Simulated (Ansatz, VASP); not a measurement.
BaZnSbF in VASP and in Ansatz

INCAR

```
SYSTEM = BaZnSbF
PREC = Accurate
ENCUT = 520
EDIFF = 1E-7
ISMEAR = -1
SIGMA = 0.1
LREAL = .FALSE.
LASPH = .TRUE.
NELM = 100
ALGO = Normal
ISIF = 2
LWAVE = .FALSE.
LCHARG = .FALSE.
GGA = PE
NBANDS = 44
```

KPOINTS

```
regular mesh
0
G
  6 6 3
  0 0 0
```

POSCAR

```
BaZnSbF
1.0
    4.4669850000      0.0000000000      0.0000000000
    0.0000000000      4.4669850000      0.0000000000
    0.0000000000      0.0000000000      9.8420010000
Ba F Zn Sb
2 2 2 2
Direct
    0.7500000000      0.7500000000      0.3507900000
    0.2500000000      0.2500000000      0.6492100000
    0.2500000000      0.7500000000      0.5000000000
    0.7500000000      0.2500000000      0.5000000000
    0.2500000000      0.7500000000      0.0000000000
    0.7500000000      0.2500000000      0.0000000000
    0.2500000000      0.2500000000      0.1660400000
    0.7500000000      0.7500000000      0.8339600000
```

Input for Ansatz:

```yaml
crystal:
  lattice:
    - [4.466985, 0.0, 0.0]
    - [0.0, 4.466985, 0.0]
    - [0.0, 0.0, 9.842001]
  atoms:
    - { symbol: Ba, position: [0.75, 0.75, 0.35079] }
    - { symbol: Ba, position: [0.25, 0.25, 0.64921] }
    - { symbol: F, position: [0.25, 0.75, 0.5] }
    - { symbol: F, position: [0.75, 0.25, 0.5] }
    - { symbol: Zn, position: [0.25, 0.75, 0.0] }
    - { symbol: Zn, position: [0.75, 0.25, 0.0] }
    - { symbol: Sb, position: [0.25, 0.25, 0.16604] }
    - { symbol: Sb, position: [0.75, 0.75, 0.83396] }
  symmetry: { tolerance: 0.0003 }
kpoints:
  mp_grid: { grid: [6, 6, 3], shift: [0, 0, 0] }
  band_path:
    path:
      - [0.0, 0.0, 0.0]
      - [0.0, 0.5, 0.0]
      - [0.5, 0.5, 0.0]
      - [0.0, 0.0, 0.0]
      - [0.0, 0.0, 0.5]
      - [0.0, 0.5, 0.5]
      - [0.5, 0.5, 0.5]
      - [0.0, 0.0, 0.5]
      - [0.0, 0.5, 0.0]
      - [0.0, 0.5, 0.5]
      - [0.5, 0.5, 0.0]
    npoints: 6
magnetization:
  spin_polarized: false
scf:
  occupations: { method: fermi_dirac }
  lower_state_search: "off"
  max_iter: 200
hamiltonian:
  pseudopotentials: { kind: paw }
  xc: pbe
basis:
  ecutwfc: 420
  fft_grid_basis: typed
output:
  forces: true
  stress: true
  eigenvalues: true
  bader: true
  populations: true
  elf: true
  write_potential: true
  volumetric_format: npy
  dos:
    e_range: [-12, 8]
    de: 0.05
    projected: { site_lists: { Ba: [Ba], F: [F], Sb: [Sb], Zn: [Zn] } }
checkpoint:
  read: saved_state
```

Alike in both runs: task single point; functional PBE; k mesh 6 × 6 × 3; no spin polarisation.

|  | VASP | Ansatz |
| --- | --- | --- |
| version | VASP 6.6.1 | Ansatz 0.2.0 |
| potentials or method | VASP PAW PBE potentials, release 64 (Ba_sv, F, Zn, Sb), cutoff 520 eV | PAW plane waves |
| occupations | fermi-dirac, width 0.1 eV | fermi-dirac |
| valence electrons in the cell | 68 | 88 |

```csv
,VASP,Ansatz,Ansatz less VASP
pressure (GPa),1.0,0.4,-0.59
"traceless stress, the component that is largest in VASP (GPa)",-0.12,-0.09,+0.035
rms of the force components (eV/Å),0.048,0.020,-0.0282
```

Atom by atom the forces differ by 0.031 eV/Å (rms over components). VASP's potentials hold 68 valence electrons a cell and Ansatz's 88, so a difference there can come from the potentials and not from the codes.

Neither program's run includes spin-orbit coupling.
